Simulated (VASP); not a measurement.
The system is KTaO3.

```
K Ta O
1.0
     4.02440    0.00000    0.00000
     0.00000    4.02440    0.00000
     0.00000    0.00000    4.02440
K Ta O
1 1 3
Direct
  0.00000 0.00000 0.00000
  0.50000 0.50000 0.50000
  0.00000 0.50000 0.50000
  0.50000 0.50000 0.00000
  0.50000 0.00000 0.50000
```

Base run:

```yaml
Program: VASP 6.6.1
Functional: PBEsol
Potentials_or_basis: VASP PAW PBE potentials, release 64 (K_sv, Ta_pv, O)
Cutoff: 520 eV
k_mesh: 8 × 8 × 8
Occupations: gaussian, width 0.05 eV
Spin: no spin polarisation
```

Its results: band gap on the k mesh 2.03 eV, indirect (least direct gap 2.66 eV); pressure -4.9 GPa.

Task: After a change of settings the same cell gave: band gap on the k mesh 2.53 eV, indirect (least direct gap 3.19 eV); pressure -4.3 GPa. Which change was it?
A. functional from PBEsol to r2SCAN
B. functional from PBEsol to LDA; potentials or basis from VASP PAW PBE potentials, release 64 (K_sv, Ta_pv, O) to VASP PAW LDA potentials, release 64 (K_sv, Ta_pv, O)
C. functional from PBEsol to HSE06; k mesh from 8 × 8 × 8 to 4 × 4 × 4

Result: A.

r2SCAN gives the wider gap, since meta-GGAs in the generalised Kohn-Sham scheme recover part of the derivative discontinuity.

Caveats: the PAW data sets were made with another functional, which shifts forces and pressure a little; spin-orbit coupling is left out, which moves the levels of the heavy elements.
